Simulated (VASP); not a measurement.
# Si7Ge (P-42m) in VASP: a series of runs, part 2 of 2

VASP 6.6.1.

## (4) Single point, r2SCAN (strain +0.000 along x and y, -0.025 along z)

The input, POSCAR:

```
Si7Ge
1.0
    5.4679684304      0.0000000000      0.0000000000
    0.0000000000      5.4679684304      0.0000000000
    0.0000000000      0.0000000000      5.3312692196
Si Ge
7 1
Direct
    0.2524307582      0.2524307582      0.2524307582
    0.0000000000      0.5000000000      0.5000000000
    0.5000000000      0.5000000000      0.0000000000
    0.5000000000      0.0000000000      0.5000000000
    0.7475692418      0.2524307582      0.7475692418
    0.7475692418      0.7475692418      0.2524307582
    0.2524307582      0.7475692418      0.7475692418
    0.0000000000      0.0000000000      0.0000000000
```

The input, INCAR.step1:

```
SYSTEM = Si7Ge
ALGO = Normal
EDIFF = 1E-4
ENCUT = 520
GGA = PE
ISMEAR = 0
LASPH = .TRUE.
LCHARG = .FALSE.
LREAL = .FALSE.
LWAVE = .TRUE.
NBANDS = 31
NELM = 60
PREC = Accurate
SIGMA = 0.05
```

The input, INCAR.step2:

```
SYSTEM = Si7Ge
ALGO = Normal
EDIFF = 1E-7
ENCUT = 520
ISIF = 2
ISMEAR = 0
ISTART = 1
LASPH = .TRUE.
LCHARG = .FALSE.
LMIXTAU = .TRUE.
LREAL = .FALSE.
LWAVE = .FALSE.
METAGGA = R2SCAN
NBANDS = 31
NELM = 60
PREC = Accurate
SIGMA = 0.05
```

The input, KPOINTS:

```
k-points
0
G
  6 6 6
  0 0 0
```

Potentials or basis: VASP PAW PBE potentials, release 64 (Si, Ge_d).

Launch:

```sh
$ cat potpaw_PBE.64/Si/POTCAR potpaw_PBE.64/Ge_d/POTCAR > POTCAR
$ cp INCAR.step1 INCAR
$ mpirun -np 1 vasp_std > vasp.out
$ cp INCAR.step2 INCAR
$ mpirun -np 1 vasp_std > vasp.out
```

OUTCAR:

```text
SYSTEM = Si7Ge
   EDIFF = 1E-7
   ENCUT = 520
   ISIF = 2
   ISMEAR = 0
   ISTART = 1
   LASPH = .TRUE.
   LREAL = .FALSE.
   METAGGA = R2SCAN
   NELM = 60
   PREC = Accurate

 ion  position               nearest neighbor table
   1  0.252  0.252  0.252-   3 2.34   2 2.34   4 2.34   8 2.37
   2  0.000  0.500  0.500-   1 2.34   5 2.34   6 2.34   7 2.34
   3  0.500  0.500  0.000-   1 2.34   5 2.34   6 2.34   7 2.34
   4  0.500  0.000  0.500-   1 2.34   5 2.34   6 2.34   7 2.34
   5  0.748  0.252  0.748-   3 2.34   2 2.34   4 2.34   8 2.37
   6  0.748  0.748  0.252-   3 2.34   2 2.34   4 2.34   8 2.37
   7  0.252  0.748  0.748-   3 2.34   2 2.34   4 2.34   8 2.37
   8  0.000  0.000  0.000-   1 2.37   5 2.37   6 2.37   7 2.37

  LATTYP: Found a simple tetragonal cell.
 ALAT       =     5.4679684304
 C/A-ratio  =     0.9750000000

  Lattice vectors:

 A1 = (   5.4679684304,   0.0000000000,   0.0000000000)
 A2 = (   0.0000000000,   5.4679684304,   0.0000000000)
 A3 = (   0.0000000000,   0.0000000000,   5.3312692196)
[... 191 lines left out ...]
 cond. band min:       6.3421249298   @ k =   0.0000   0.0000   0.0000
 fundamental gap:      0.4041419685
 Fermi energy:         6.1365709281

 k-point     1 :       0.0000    0.0000    0.0000
  band No.  band energies     occupation
      1     -18.9941      2.00000
      2     -18.9941      2.00000
      3     -18.9939      2.00000
      4     -18.9623      2.00000
      5     -18.9601      2.00000
      6      -6.9706      2.00000
[... 805 lines left out ...]
     30      10.9708      0.00000
     31      11.0545      0.00000

 [... further k-points ...]

------------------------ aborting loop because EDIFF is reached ----------------------------------------

  FORCE on cell =-STRESS in cart. coord.  units (eV):
  Direction    XX          YY          ZZ          XY          YZ          ZX
  --------------------------------------------------------------------------------------
  -------------------------------------------------------------------------------------
  Total        1.4690316      1.4690316      4.0036331      0.0000000     -0.0000000      0.0000000
  in kB       14.7658720     14.7658720     40.2422490      0.0000000     -0.0000000      0.0000000
  external PRESSURE =      23.2579977 kB  Pullay stress =       0.0000000 kB

 VOLUME and BASIS-vectors are now :
 -----------------------------------------------------------------------------
  energy-cutoff  :      520.00
  volume of cell :      159.40
      direct lattice vectors                 reciprocal lattice vectors
     5.467968430  0.000000000  0.000000000     0.182883280  0.000000000  0.000000000
     0.000000000  5.467968430  0.000000000     0.000000000  0.182883280  0.000000000
     0.000000000  0.000000000  5.331269220     0.000000000  0.000000000  0.187572595

 POSITION                                       TOTAL-FORCE (eV/Angst)
 -----------------------------------------------------------------------------------
      1.38028      1.38028      1.34578         0.007166      0.007166      0.017606
      0.00000      2.73398      2.66563        -0.000000      0.000000      0.000000
      2.73398      2.73398      0.00000         0.000000      0.000000      0.000000
      2.73398      0.00000      2.66563         0.000000      0.000000     -0.000000
      4.08769      1.38028      3.98549        -0.007166      0.007166     -0.017606
      4.08769      4.08769      1.34578        -0.007166     -0.007166      0.017606
      1.38028      4.08769      3.98549         0.007166     -0.007166     -0.017606
      0.00000      0.00000      0.00000         0.000000      0.000000      0.000000
 -----------------------------------------------------------------------------------
    total drift:                               -0.000000     -0.000000     -0.000000

  FREE ENERGIE OF THE ION-ELECTRON SYSTEM (eV)
  ---------------------------------------------------
  free  energy   TOTEN  =       -75.2121182674 eV

  energy  without entropy=      -75.2121182674  energy(sigma->0) =      -75.21211827
```

OSZICAR.step1:

```text
N       E                     dE             d eps       ncg     rms          rms(c)
DAV:   1     0.231783525827E+03    0.23178E+03   -0.17498E+04  3184   0.173E+03
DAV:   2    -0.821967122125E+01   -0.24000E+03   -0.22497E+03  2735   0.494E+02
DAV:   3    -0.414980155719E+02   -0.33278E+02   -0.32607E+02  2993   0.103E+02
DAV:   4    -0.430064079673E+02   -0.15084E+01   -0.15054E+01  3192   0.248E+01
DAV:   5    -0.430426692817E+02   -0.36261E-01   -0.36254E-01  3141   0.388E+00    0.962E+00
DAV:   6    -0.425460499546E+02    0.49662E+00   -0.26400E-01  2953   0.230E+00    0.585E+00
DAV:   7    -0.423239985855E+02    0.22205E+00   -0.51826E-01  2792   0.298E+00    0.383E-01
DAV:   8    -0.423278702344E+02   -0.38716E-02   -0.38679E-02  3135   0.140E+00    0.186E-01
DAV:   9    -0.423289733843E+02   -0.11031E-02   -0.29579E-03  3076   0.360E-01    0.124E-01
DAV:  10    -0.423291215264E+02   -0.14814E-03   -0.31823E-04  2963   0.826E-02    0.675E-02
DAV:  11    -0.423292362042E+02   -0.11468E-03   -0.18741E-04  2467   0.785E-02    0.196E-02
DAV:  12    -0.423292365049E+02   -0.30074E-06   -0.98608E-06  1737   0.182E-02
   1 F= -.42329237E+02 E0= -.42329236E+02  d E =-.183344E-05
```

Run time: 14 min. Hardware: 1 thread of Oxide Virtual Turin-like, shared host; peak memory 0.34 GiB.

What came out:

* Free energy: -75.2121 eV
* Pressure: 2.3 GPa
* Largest force: 0.020 eV/Å
* Band gap on the k mesh: 0.40 eV, direct

Forces on the atoms (eV/Å):
```
Si   0.007  0.007  0.018
Si   0.000  0.000  0.000
Si   0.000  0.000  0.000
Si   0.000  0.000  0.000
Si  -0.007  0.007 -0.018
Si  -0.007 -0.007  0.018
Si   0.007 -0.007 -0.018
Ge   0.000  0.000  0.000
```

Stress tensor (GPa, compression positive):
```
1.48 0.00 0.00
0.00 1.48 0.00
0.00 0.00 4.02
```

Levels at points of the mesh, in eV from the valence-band top:
```
           k point  band 19  band 20  band 21  band 22  band 23  band 24
(0.00, 0.00, 0.00)    -0.18    -0.18     0.00     0.40     0.69     0.86
(0.50, 0.00, 0.00)    -2.16    -2.07    -2.03     1.16     1.34     3.30
(0.50, 0.50, 0.00)    -1.71    -1.65    -1.65     2.34     2.34     2.43
(0.00, 0.00, 0.50)    -2.34    -2.21    -2.21     0.95     1.12     3.33
(0.50, 0.00, 0.50)    -1.51    -1.44    -1.43     2.58     2.58     2.68
(0.50, 0.50, 0.50)    -1.29    -1.29    -1.18     1.28     1.74     1.74
```

Caveat: the cell differs from its parent crystal (strain +0.000 along x and y, -0.025 along z); the PAW data sets were made with another functional, which shifts forces and pressure a little.

## (5) Summary

| cell | gap on the mesh (eV) | pressure (GPa) | largest force (eV/Å) |
| --- | --- | --- | --- |
| a = 5.468, b = 5.468, c = 5.605 Å, 8 atoms | 0.57 | -2.4 | 0.02 |
| a = 5.605, b = 5.605, c = 5.468 Å, 8 atoms | 0.55 | -4.3 | 0.02 |
| a = 5.468, b = 5.468, c = 5.331 Å, 8 atoms | 0.40 | 2.3 | 0.02 |

Alike in all rows: task single point; level r2SCAN; potentials or basis VASP PAW PBE potentials, release 64 (Si, Ge_d); no spin polarisation; k mesh 6 × 6 × 6; cutoff (eV) 520; smearing gaussian 0.05 eV.

Caveats: the PAW data sets were made with another functional, which shifts forces and pressure a little.

Total energies depend on the potentials used, so only differences within one code and one set of settings carry meaning.
